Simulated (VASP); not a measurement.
Write the native input for VASP 6.6.1 that does the following.

- Task: single point
- Functional: revPBE
- Potentials or basis: VASP PAW PBE potentials, release 64 (Hg, Te)
- Cutoff: 520 eV
- k mesh: 6 × 6 × 6
- Occupations: gaussian, width 0.05 eV
- Spin: no spin polarisation
- Dipole correction: no
- Further INCAR settings: ALGO = Normal; EDIFF = 1e-06; NBANDS = 16

The structure of HgTe lies in POSCAR:

```
HgTe
1.0
    0.0000000000      3.3197503489      3.3197503489
    3.3197503489      0.0000000000      3.3197503489
    3.3197503489      3.3197503489      0.0000000000
Hg Te
1 1
Direct
    0.0000000000      0.0000000000      0.0000000000
    0.2500000000      0.2500000000      0.2500000000
```

This cell differs from its parent crystal: volume scaled by 0.96.

The input as run:

INCAR

```
SYSTEM = HgTe
PREC = Accurate
ENCUT = 520
EDIFF = 1E-6
ISMEAR = 0
SIGMA = 0.05
LREAL = .False.
LASPH = .True.
NELM = 100
ALGO = Normal
ISIF = 2
LWAVE = .False.
LCHARG = .True.
GGA = RE
LELF = .True.
LVHAR = .True.
NBANDS = 16
```

KPOINTS

```
Automatic mesh
0
Gamma
  6 6 6
  0 0 0
```

Potentials or basis: VASP PAW PBE potentials, release 64 (Hg, Te).

Run with:

```sh
$ cat potpaw_PBE.64/Hg/POTCAR potpaw_PBE.64/Te/POTCAR > POTCAR
$ mpirun -np 1 vasp_std > vasp.out
```

It gave:

| Quantity | Value |
| --- | --- |
| Pressure | 1.4 GPa |
| Band gap on the k mesh | zero (filled and empty bands touch) |

Caveat: the PAW data sets were made with another functional, which shifts forces and pressure a little; spin-orbit coupling is left out, which moves the levels of the heavy elements.

Run time: 22 s on 1 thread of AMD EPYC 7R43 64-Core Processor (Zen 3), on a shared host, peak memory 0.17 GiB.
